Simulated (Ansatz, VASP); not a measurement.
## ZnS in VASP and in Ansatz

```
Zn S
1.0
    -3.84549    0.00000    0.00000
    -1.92275   -3.33029    0.00000
    -3.36461   -1.94256   12.61067
Zn S
4 4
Direct
  0.95048 0.95048 0.65636
  0.24213 0.24213 0.15636
  0.13799 0.13799 0.90636
  0.42964 0.42964 0.40636
  0.84124 0.84124 0.84364
  0.13289 0.13289 0.34364
  0.61205 0.61205 0.09364
  0.32040 0.32040 0.59364
```

Alike in both runs: task single point; functional PBE; k mesh 8 × 8 × 2; occupations gaussian, width 0.05 eV; no spin polarisation.

```csv
,VASP,Ansatz
version,VASP 6.6.1,Ansatz 0.2.0
potentials or method,"VASP PAW PBE potentials, release 64 (Zn, S), cutoff 520 eV","scalar-relativistic, plane waves, PAW"
valence electrons in the cell,72,72
```

```tsv
	VASP	Ansatz	Ansatz less VASP
gap on the k mesh at the Fermi level (eV)	1.25	1.25	-0.001
least direct gap on the mesh (eV)	1.25	1.25	-0.001
pressure (GPa)	-0.1	-0.3	-0.13
traceless stress, the component that is largest in VASP (GPa)	1.98	2.00	+0.022
rms of the force components (eV/Å)	0.141	0.141	-0.0003
```

Atom by atom the forces differ by 0.004 eV/Å (rms over components).
